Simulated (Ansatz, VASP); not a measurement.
# CdTe: VASP beside Ansatz

INCAR

```
ALGO     = Normal         # electronic algorithm
EDIFF    = 1E-7           # SCF threshold, eV
ENCUT    = 520            # plane-wave cutoff, eV
GGA      = PE             # functional
ISIF     = 2              # what is computed and relaxed
ISMEAR   = -1             # smearing method
LASPH    = True           # aspherical terms in the spheres
LCHARG   = False          # write CHGCAR
LREAL    = False          # projectors in reciprocal space
LWAVE    = False          # write WAVECAR
NBANDS   = 16             # bands
NELM     = 60             # most SCF steps
PREC     = Accurate       # precision mode
SIGMA    = 0.08           # smearing width, eV
```

Contents of KPOINTS:

```
k-points
0
Gamma
  9 9 9
```

The input POSCAR:

```
CdTe
1.0
    0.0000000000      3.2375389054      3.1409000000
    3.2375389054      0.0000000000      3.1409000000
    3.2375389054      3.2375389054      0.0000000000
Cd Te
1 1
Direct
    0.0000000000      0.0000000000      0.0000000000
    0.7500000000      0.7500000000      0.7500000000
```

Input for Ansatz:

```yaml
crystal:
  lattice:
    - [0.0, 3.2375389054, 3.1409]
    - [3.2375389054, 0.0, 3.1409]
    - [3.2375389054, 3.2375389054, 0.0]
  atoms:
    - { symbol: Cd, position: [0.0, 0.0, 0.0] }
    - { symbol: Te, position: [0.75, 0.75, 0.75] }
kpoints:
  mp_grid: { grid: [9, 9, 9] }
scf:
  occupations: { method: fermi_dirac, width: 0.08 }
hamiltonian:
  xc: pbe
  pseudopotentials: { kind: all_electron, lapw: { basis_error: 0.001 } }
output:
  forces: true
  stress: true
  eigenvalues: true
```

Change from the starting cell: z stretched by -2 % at fixed volume.

Alike in both runs: task single point; functional PBE; k mesh 9 × 9 × 9; occupations fermi-dirac, width 0.08 eV; no spin polarisation.

```csv
,VASP,Ansatz
version,VASP 6.6.1,Ansatz 0.2.0
potentials or method,"VASP PAW PBE potentials, release 64 (Cd, Te), cutoff 520 eV","all-electron LAPW, scalar-relativistic"
```

VASP gave:

| Item | Value |
| --- | --- |
| pressure (GPa) | 4.4 |
| traceless stress, the component that is largest in VASP (GPa) | 0.24 |

What did Ansatz give for the same quantities?

Pressure (GPa): 4.2; traceless stress, the component that is largest in VASP (GPa): 0.24.

Ansatz ran all-electron here, and VASP with PAW potentials.

Spin-orbit coupling is off throughout.
